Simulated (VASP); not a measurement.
# SiC (F-43m) in VASP: a series of runs, part 2 of 2

VASP 6.6.1. Earlier steps stand in the parts before.

## (4) Single point, PBE0

File POSCAR:

```
SiC
1.0
    0.0000000000      2.1784203227      2.1784203227
    2.1784203227      0.0000000000      2.1784203227
    2.1784203227      2.1784203227      0.0000000000
Si C
1 1
Direct
    0.0000000000      0.0000000000      0.0000000000
    0.2500000000      0.2500000000      0.2500000000
```

File INCAR.step1:

```
SYSTEM = SiC
  ALGO = Normal
  EDIFF = 1E-5
  ENCUT = 520
  GGA = PE
  ISIF = 2
  ISMEAR = 0
  LASPH = .TRUE.
  LCHARG = .FALSE.
  LREAL = .FALSE.
  LWAVE = .TRUE.
  NBANDS = 11
  NELM = 100
  PREC = Accurate
  SIGMA = 0.01
```

File INCAR.step2:

```
SYSTEM = SiC
  AEXX = 0.25
  ALGO = Normal
  EDIFF = 1E-6
  ENCUT = 520
  GGA = PE
  ISIF = 2
  ISMEAR = 0
  ISTART = 1
  LASPH = .TRUE.
  LCHARG = .FALSE.
  LHFCALC = .TRUE.
  LREAL = .FALSE.
  LWAVE = .FALSE.
  NBANDS = 11
  NELM = 100
  PREC = Accurate
  PRECFOCK = Normal
  SIGMA = 0.01
```

File KPOINTS:

```
k-points
0
G
  6 6 6
  0 0 0
```

Potentials or basis: VASP PAW PBE potentials, release 64 (Si, C).

Launch:

```sh
$ cat potpaw_PBE.64/Si/POTCAR potpaw_PBE.64/C/POTCAR > POTCAR
$ cp INCAR.step1 INCAR
$ mpirun -np 1 vasp_std > vasp.out
$ cp INCAR.step2 INCAR
$ mpirun -np 1 vasp_std > vasp.out
```

OUTCAR:

```text
SYSTEM = SiC
   AEXX = 0.25
   EDIFF = 1E-6
   ENCUT = 520
   GGA = PE
   ISIF = 2
   ISMEAR = 0
   ISTART = 1
   LASPH = .TRUE.
   LHFCALC = .TRUE.
   LREAL = .FALSE.
   NELM = 100
   PREC = Accurate
   PRECFOCK = Normal

 ion  position               nearest neighbor table
   1  0.000  0.000  0.000-   2 1.89   2 1.89   2 1.89   2 1.89
   2  0.250  0.250  0.250-   1 1.89   1 1.89   1 1.89   1 1.89

  LATTYP: Found a face centered cubic cell.
 ALAT       =     4.3568406454

  Lattice vectors:

 A1 = (   0.0000000000,   2.1784203227,   2.1784203227)
 A2 = (   2.1784203227,   0.0000000000,   2.1784203227)
 A3 = (   2.1784203227,   2.1784203227,   0.0000000000)

Analysis of symmetry for initial positions (statically):
=====================================================================
 Subroutine PRICEL returns:
 Original cell was already a primitive cell.

 Routine SETGRP: Setting up the symmetry group for a
 face centered cubic supercell.

 Subroutine GETGRP returns: Found 24 space group operations
 (whereof 24 operations were pure point group operations)
 out of a pool of 48 trial point group operations.

The static configuration has the point symmetry T_d .

Analysis of symmetry for dynamics (positions and initial velocities):
=====================================================================
 Subroutine PRICEL returns:
 Original cell was already a primitive cell.

 Routine SETGRP: Setting up the symmetry group for a
 face centered cubic supercell.

 Subroutine GETGRP returns: Found 24 space group operations
 (whereof 24 operations were pure point group operations)
 out of a pool of 48 trial point group operations.

The dynamic configuration has the point symmetry T_d .

 Subroutine INISYM returns: Found 24 space group operations
 (whereof 24 operations are pure point group operations),
 and found     1 'primitive' translations

----------------------------------------------------------------------------------------

                                     Primitive cell

  volume of cell :      20.6755

  direct lattice vectors                    reciprocal lattice vectors
     0.000000000  2.178420323  2.178420323    -0.229524117  0.229524117  0.229524117
     2.178420323  0.000000000  2.178420323     0.229524117 -0.229524117  0.229524117
     2.178420323  2.178420323  0.000000000     0.229524117  0.229524117 -0.229524117

  length of vectors
     3.080751565  3.080751565  3.080751565     0.397547431  0.397547431  0.397547431

  position of ions in fractional coordinates (direct lattice)
     0.000000000  0.000000000  0.000000000
     0.250000000  0.250000000  0.250000000

  ion indices of the primitive-cell ions
   primitive index   ion index
                 1           1
                 2           2

----------------------------------------------------------------------------------------

 KPOINTS: k-points

Automatic generation of k-mesh.
 Grid dimensions read from file:
 generate k-points for:    6    6    6

 Generating k-lattice:

[... 35 lines left out ...]
   number of dos      NEDOS =    301   number of ions     NIONS =      2
   total plane-waves  NPLWV =  13824
   dimension x,y,z NGX =    24 NGY =   24 NGZ =   24
   dimension x,y,z NGXF=    48 NGYF=   48 NGZF=   48
   ions per type =               1   1
   NGX,Y,Z   is equivalent  to a cutoff of  12.95, 12.95, 12.95 a.u.
   NGXF,Y,Z  is equivalent  to a cutoff of  25.90, 25.90, 25.90 a.u.
 SYSTEM =  SiC
   PREC   = accura    normal or accurate (medium, high low for compatibility)
   ISTART =      1    job   : 0-new  1-cont  2-samecut
   ICHARG =      0    charge: 1-file 2-atom 10-const
   ISPIN  =      1    spin polarized calculation?
   LNONCOLLINEAR =      F non collinear calculations
   LSORBIT =      F    spin-orbit coupling
   LASPH  =      T    aspherical Exc in radial PAW
   ENCUT  =  520.0 eV  38.22 Ry    6.18 a.u.   5.73  5.73  5.73*2*pi/ulx,y,z
   NELM   =    100;   NELMIN=  2; NELMDL=  0     # of ELM steps
   EDIFF  = 0.1E-05   stopping-criterion for ELM
   LREAL  =      F    real-space projection
   EDIFFG = 0.1E-04   stopping-criterion for IOM
   NSW    =      0    number of steps for IOM
   IBRION =     -1    ionic relax: 0-MD 1-quasi-New 2-CG
   NFREE  =      0    steps in history (QN), initial steepest desc. (CG)
   ISIF   =      2    stress and relaxation
   ISYM   =      3    0-nonsym 1-usesym 2-fastsym
   POTIM  = 0.5000    time-step for ionic-motion
   TEBEG  =    0.0;   TEEND  =   0.0 temperature during run
   PSTRESS=    0.0 pullay stress
   NELECT =       8.0000    total number of electrons
   NUPDOWN=      -1.0000    fix difference up-down
   EMIN   =  10.00;   EMAX   =-10.00  energy-range for DOS
   EFERMI =   0.00;   METHOD = LEGACY
   ISMEAR =     0;   SIGMA  =   0.01  broadening in eV -4-tet -1-fermi 0-gaus
   EFERMI_NEDOS =   21; number of points for ismear=-14 and -15
   IALGO  =     38    algorithm
   IMIX   =      1    mixing-type and parameters
     AMIX     =   0.40;   BMIX     =  1.00
     AMIX_MAG =   1.60;   BMIX_MAG =  1.00
  volume/ion in A,a.u.               =      10.34        69.76
  Fermi-wavevector in a.u.,A,eV,Ry     =   1.192943  2.254336 19.362639  1.423114
  Thomas-Fermi vector in A             =   2.328970
   LORBIT       =      0    0 simple, 1 ext, 2 COOP (PROOUT), +10 PAW based schemes
   GGA     = PE    functional components
   LHFCALC =     T    Hartree Fock is set to
   PRECFOCK=normal    Normal, Fast or Accurate (Low or Medium for compatibility)
   ENCUT4O =  -1.0   cutoff for four orbital integrals eV
   NKREDX  =     1    reduce k-point grid by
   NKREDY  =     1    reduce k-point grid by
   NKREDZ  =     1    reduce k-point grid by
   AEXX    =    0.2500 exact exchange contribution
   HFSCREEN=    0.0000 screening length (either q_TF or 0.3 A-1)
   HFSCREENC=   0.0000 screening length for correlation (either q_TF or 0.3 A-1)
   ENCUTFOCK=  -1.0 apply spherical cutoff to Coloumb kernel
   IVDW    =     0    specifies the selected vdW correction
   LEPSILON=     F    determine dielectric tensor
   LRPA    =     F    only Hartree local field effects (RPA)
 non-spin polarized calculation
 Gauss-broadening in eV      SIGMA  =   0.01
  energy-cutoff  :      520.00
  volume of cell :       20.68
 maximum number of plane-waves:       568
  NGX = 18; NGY = 18; NGZ = 18

 number of electron       8.0000001 magnetization

 Free energy of the ion-electron system (eV)
  ---------------------------------------------------
  ext. energy  EPLUGINS =         0.00000000
  ---------------------------------------------------
  free energy    TOTEN  =       -18.47761191 eV

  energy without entropy =      -18.47761191  energy(sigma->0) =      -18.47761191

 E-fermi :   7.1604     XC(G=0):  -8.9522

 val. band max:        7.1156723014   @ k =   0.0000   0.0000   0.0000
 cond. band min:      10.0964744679   @ k =   0.5000   0.5000   0.0000
 fundamental gap:      2.9808021666
 Fermi energy:         7.1603923033

 k-point     1 :       0.0000    0.0000    0.0000
  band No.  band energies     occupation
      1      -9.9242      2.00000
      2       7.1157      2.00000
      3       7.1157      2.00000
      4       7.1157      2.00000
      5      15.4292      0.00000
      6      16.4710      0.00000
      7      16.4710      0.00000
      8      16.4710      0.00000
      9      23.9905      0.00000
     10      23.9905      0.00000
     11      25.8742      0.00000
[... 197 lines left out ...]
 k-point    16 :      -0.3333    0.5000    0.1667
  band No.  band energies     occupation
      1      -4.3208      2.00000
      2      -0.9058      2.00000
      3       2.1688      2.00000
      4       2.3564      2.00000
      5      12.9083      0.00000
      6      16.2191      0.00000
      7      20.3283      0.00000
      8      21.7722      0.00000
      9      24.0199      0.00000
     10      27.4818      0.00000
     11      31.0996      0.00000

------------------------ aborting loop because EDIFF is reached ----------------------------------------

  FORCE on cell =-STRESS in cart. coord.  units (eV):
  Direction    XX          YY          ZZ          XY          YZ          ZX
  --------------------------------------------------------------------------------------
  -------------------------------------------------------------------------------------
  Total       -0.2309835     -0.2309835     -0.2309835     -0.0000000      0.0000000      0.0000000
  in kB      -17.8993222    -17.8993222    -17.8993222     -0.0000000      0.0000000      0.0000000
  external PRESSURE =     -17.8993222 kB  Pullay stress =       0.0000000 kB

 VOLUME and BASIS-vectors are now :
 -----------------------------------------------------------------------------
  energy-cutoff  :      520.00
  volume of cell :       20.68
      direct lattice vectors                 reciprocal lattice vectors
     0.000000000  2.178420323  2.178420323    -0.229524117  0.229524117  0.229524117
     2.178420323  0.000000000  2.178420323     0.229524117 -0.229524117  0.229524117
     2.178420323  2.178420323  0.000000000     0.229524117  0.229524117 -0.229524117

 POSITION                                       TOTAL-FORCE (eV/Angst)
 -----------------------------------------------------------------------------------
      0.00000      0.00000      0.00000        -0.000000     -0.000000     -0.000000
      1.08921      1.08921      1.08921         0.000000      0.000000      0.000000
 -----------------------------------------------------------------------------------
    total drift:                                0.000001      0.000001      0.000001

  FREE ENERGIE OF THE ION-ELECTRON SYSTEM (eV)
  ---------------------------------------------------
  free  energy   TOTEN  =       -18.4776119122 eV

  energy  without entropy=      -18.4776119122  energy(sigma->0) =      -18.47761191
```

Run time: 5.2 min. Hardware: 1 thread of Intel Xeon Platinum 8259CL at 2.50GHz (Skylake/Cascade Lake), shared host; peak memory 0.14 GiB.

Results:

```
Free energy            : -18.4776 eV
Pressure               : -1.8 GPa
Band gap on the k mesh : 2.98 eV (least direct gap 6.49 eV)
```

Levels at points of the mesh, in eV from the valence-band top:
```
           k point  band 1  band 2  band 3  band 4  band 5  band 6  band 7  band 8
(0.00, 0.00, 0.00)  -17.04    0.00    0.00    0.00    8.31    9.36    9.36    9.36
(0.50, 0.00, 0.00)  -13.18   -9.40   -1.16   -1.16    7.41    9.25    9.25   12.34
(0.50, 0.50, 0.00)  -11.61   -8.59   -3.51   -3.51    2.98    6.13   16.74   16.74
```

Caveat: the PAW data sets were made with another functional, which shifts forces and pressure a little.

## (5) Single point, HF

POSCAR is that of step 4.

File INCAR.step1:

```
PREC = Accurate ; ENCUT = 520
EDIFF = 1E-5 ; ISMEAR = 0
SIGMA = 0.01 ; LREAL = F
LASPH = T ; NELM = 80
ALGO = Normal ; ISIF = 2
LWAVE = T ; LCHARG = F
GGA = PE ; NBANDS = 11
```

File INCAR.step2:

```
PREC = Accurate ; ENCUT = 520
EDIFF = 1E-6 ; ISMEAR = 0
SIGMA = 0.01 ; LREAL = F
LASPH = T ; NELM = 80
ALGO = Normal ; ISIF = 2
LWAVE = F ; LCHARG = F
GGA = PE ; LHFCALC = T
AEXX = 1.0 ; ALDAC = 0.0
AGGAC = 0.0 ; PRECFOCK = Normal
ISTART = 1 ; NBANDS = 11
```

File KPOINTS:

```
regular mesh
0
Gamma
  6 6 6
```

Potentials or basis: VASP PAW PBE potentials, release 64 (Si, C).

Launch:

```sh
$ cat potpaw_PBE.64/Si/POTCAR potpaw_PBE.64/C/POTCAR > POTCAR
$ cp INCAR.step1 INCAR
$ mpirun -np 1 vasp_std > vasp.out
$ cp INCAR.step2 INCAR
$ mpirun -np 1 vasp_std > vasp.out
```

OUTCAR:

```text
PREC = Accurate
   ENCUT = 520
   EDIFF = 1E-6
   ISMEAR = 0
   LREAL = F
   LASPH = T
   NELM = 80
   ISIF = 2
   GGA = PE
   LHFCALC = T
   AEXX = 1.0
   PRECFOCK = Normal
   ISTART = 1

 ion  position               nearest neighbor table
   1  0.000  0.000  0.000-   2 1.89   2 1.89   2 1.89   2 1.89
   2  0.250  0.250  0.250-   1 1.89   1 1.89   1 1.89   1 1.89

  LATTYP: Found a face centered cubic cell.
 ALAT       =     4.3568406454

  Lattice vectors:

 A1 = (   0.0000000000,   2.1784203227,   2.1784203227)
 A2 = (   2.1784203227,   0.0000000000,   2.1784203227)
 A3 = (   2.1784203227,   2.1784203227,   0.0000000000)

Analysis of symmetry for initial positions (statically):
=====================================================================
 Subroutine PRICEL returns:
 Original cell was already a primitive cell.

 Routine SETGRP: Setting up the symmetry group for a
 face centered cubic supercell.

[... 169 lines left out ...]
 fundamental gap:      8.7807755937
 Fermi energy:         5.3371706442

 k-point     1 :       0.0000    0.0000    0.0000
  band No.  band energies     occupation
      1     -16.2035      2.00000
      2       5.2821      2.00000
      3       5.2821      2.00000
      4       5.2821      2.00000
      5      20.5192      0.00000
      6      21.2847      0.00000
      7      21.2847      0.00000
      8      21.2847      0.00000
      9      29.7026      0.00000
     10      29.7026      0.00000
     11      31.5622      0.00000
[... 197 lines left out ...]
 k-point    16 :      -0.3333    0.5000    0.1667
  band No.  band energies     occupation
      1      -9.5646      2.00000
      2      -4.6005      2.00000
      3      -0.6739      2.00000
      4      -0.2668      2.00000
      5      17.1687      0.00000
      6      20.9363      0.00000
      7      26.0693      0.00000
      8      27.6534      0.00000
      9      30.6924      0.00000
     10      34.0754      0.00000
     11      38.0000      0.00000

------------------------ aborting loop because EDIFF is reached ----------------------------------------

  FORCE on cell =-STRESS in cart. coord.  units (eV):
  Direction    XX          YY          ZZ          XY          YZ          ZX
  --------------------------------------------------------------------------------------
  -------------------------------------------------------------------------------------
  Total        0.0393076      0.0393076      0.0393076      0.0000000      0.0000000     -0.0000000
  in kB        3.0460127      3.0460127      3.0460127      0.0000000      0.0000000     -0.0000000
  external PRESSURE =       3.0460127 kB  Pullay stress =       0.0000000 kB

 VOLUME and BASIS-vectors are now :
 -----------------------------------------------------------------------------
  energy-cutoff  :      520.00
  volume of cell :       20.68
      direct lattice vectors                 reciprocal lattice vectors
     0.000000000  2.178420323  2.178420323    -0.229524117  0.229524117  0.229524117
     2.178420323  0.000000000  2.178420323     0.229524117 -0.229524117  0.229524117
     2.178420323  2.178420323  0.000000000     0.229524117  0.229524117 -0.229524117

 POSITION                                       TOTAL-FORCE (eV/Angst)
 -----------------------------------------------------------------------------------
      0.00000      0.00000      0.00000        -0.000000     -0.000000     -0.000000
      1.08921      1.08921      1.08921         0.000000      0.000000      0.000000
 -----------------------------------------------------------------------------------
    total drift:                               -0.000000      0.000001      0.000000

  FREE ENERGIE OF THE ION-ELECTRON SYSTEM (eV)
  ---------------------------------------------------
  free  energy   TOTEN  =       -25.7230893167 eV

  energy  without entropy=      -25.7230893167  energy(sigma->0) =      -25.72308932
```

OUTCAR.step1:

```text
PREC = Accurate
   ENCUT = 520
   EDIFF = 1E-5
   ISMEAR = 0
   LREAL = F
   LASPH = T
[... 433 lines left out ...]
 -----------------------------------------------------------------------------------
      0.00000      0.00000      0.00000        -0.000000     -0.000000     -0.000000
      1.08921      1.08921      1.08921         0.000000      0.000000      0.000000
 -----------------------------------------------------------------------------------
    total drift:                                0.000000      0.000000      0.000000

  FREE ENERGIE OF THE ION-ELECTRON SYSTEM (eV)
  ---------------------------------------------------
  free  energy   TOTEN  =       -15.0467490867 eV

  energy  without entropy=      -15.0467490867  energy(sigma->0) =      -15.04674909
```

OSZICAR.step1:

```text
N       E                     dE             d eps       ncg     rms          rms(c)
DAV:   1     0.478894663271E+01    0.47889E+01   -0.39079E+03   355   0.608E+02
DAV:   2    -0.162925898575E+02   -0.21082E+02   -0.20169E+02   421   0.113E+02
DAV:   3    -0.169093313689E+02   -0.61674E+00   -0.61591E+00   433   0.166E+01
DAV:   4    -0.169116363376E+02   -0.23050E-02   -0.23048E-02   393   0.130E+00
DAV:   5    -0.169116468070E+02   -0.10469E-04   -0.10469E-04   427   0.786E-02    0.883E+00
DAV:   6    -0.151051396733E+02    0.18065E+01   -0.64656E+00   388   0.114E+01    0.390E+00
DAV:   7    -0.150542549846E+02    0.50885E-01   -0.39204E-01   427   0.356E+00    0.179E+00
DAV:   8    -0.150465228366E+02    0.77321E-02   -0.20636E-02   391   0.956E-01    0.166E-01
DAV:   9    -0.150466339508E+02   -0.11111E-03   -0.16012E-03   423   0.229E-01    0.113E-01
DAV:  10    -0.150467471053E+02   -0.11315E-03   -0.23986E-04   400   0.940E-02    0.254E-02
DAV:  11    -0.150467490867E+02   -0.19814E-05   -0.41342E-05   409   0.332E-02
   1 F= -.15046749E+02 E0= -.15046749E+02  d E =-.168789E-15
```

Run time: 8.3 min. Hardware: 1 thread of Intel Xeon Platinum 8259CL at 2.50GHz (Skylake/Cascade Lake), shared host; peak memory 0.14 GiB.

Results:

| Item | Value |
| --- | --- |
| Free energy | -25.7231 eV |
| Pressure | 0.3 GPa |
| Band gap on the k mesh | 8.78 eV (least direct gap 13.11 eV) |

Caveat: the PAW data sets were made with another functional, which shifts forces and pressure a little.

## (6) Overview

```csv
level,potentials or basis,k mesh,smearing,grid for exact exchange (PRECFOCK),share of exact exchange,gap on the mesh (eV),pressure (GPa)
PBEsol,"VASP PAW PBE potentials, release 64 (Si, C)",10 × 10 × 10,gaussian 0.02 eV,-,-,1.23,0.3
LDA,"VASP PAW LDA potentials, release 64 (Si, C)",10 × 10 × 10,gaussian 0.02 eV,-,-,1.30,-3.9
PBE0,"VASP PAW PBE potentials, release 64 (Si, C)",6 × 6 × 6,gaussian 0.01 eV,Normal,0.25,2.98,-1.8
HF,"VASP PAW PBE potentials, release 64 (Si, C)",6 × 6 × 6,gaussian 0.01 eV,Normal,1,8.78,0.3
```

Alike in all rows: task single point; no spin polarisation; cell as given; cutoff (eV) 520.

Caveats: the PAW data sets were made with another functional, which shifts forces and pressure a little (at least some runs); the cell stands under tension (at least some runs).

Absolute energies hang on the potentials; compare differences alone.

## (7) Against experiment

Step 2. Against the measured gap of SiC, 2.4 eV (indirect; quoted in “Insight into the structural, elastic and electronic properties of a new orthorhombic 6O-SiC polytype”, 2020, pmc:7200658), the calculated 1.23 eV is off by -1.17 eV. The value is that of PBEsol on a finite k mesh, which can miss the band edges, without temperature or zero-point motion. Semilocal functionals fall short of measured gaps as a rule.

Step 5. Against the measured gap of SiC, 2.4 eV (indirect; quoted in “Insight into the structural, elastic and electronic properties of a new orthorhombic 6O-SiC polytype”, 2020, pmc:7200658), the calculated 8.78 eV is off by +6.38 eV. So large a miss can be the level of theory's own, or it may mean another phase, state or a wrong row. The value is that of HF on a finite k mesh, which can miss the band edges, without temperature or zero-point motion.
